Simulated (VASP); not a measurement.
**Pt: single point with PBE**

Pt:

```xyz
1
Lattice="0.0000 1.9856 1.9856 1.9856 0.0000 1.9856 1.9856 1.9856 0.0000" Properties=species:S:1:pos:R:3 pbc="T T T"
Pt    0.0000    0.0000    0.0000
```

```yaml
Program: VASP 6.6.1
Task: single point
Functional: PBE
Potentials_or_basis: VASP PAW PBE potentials, release 64 (Pt)
Cutoff: 520 eV
k_mesh: 17 × 17 × 17
Occupations: fermi-dirac, width 0.08 eV
Spin: no spin polarisation
Dipole_correction: no
Further_INCAR_settings: ALGO = Normal; EDIFF = 1e-07; NBANDS = 11
```

* Pressure: -0.5 GPa
* Band gap on the k mesh: zero (band 5 reaches 10.98 eV, above the bottom of band 6 at 8.94 eV)

Levels at points of the mesh, in eV from the Fermi level:
| k point | band 3 | band 4 | band 5 | band 6 | band 7 | band 8 |
| --- | --- | --- | --- | --- | --- | --- |
| (0.00, 0.00, 0.00) | -3.57 | -3.57 | -1.54 | -1.54 | 14.73 | 19.49 |

Wall time 8.4 s on 1 thread of Intel(R) Xeon(R) 6975P-C (Granite Rapids) (shared host), peak memory 0.16 GiB.

Caveat: spin-orbit coupling is left out, which moves the levels of the heavy elements.
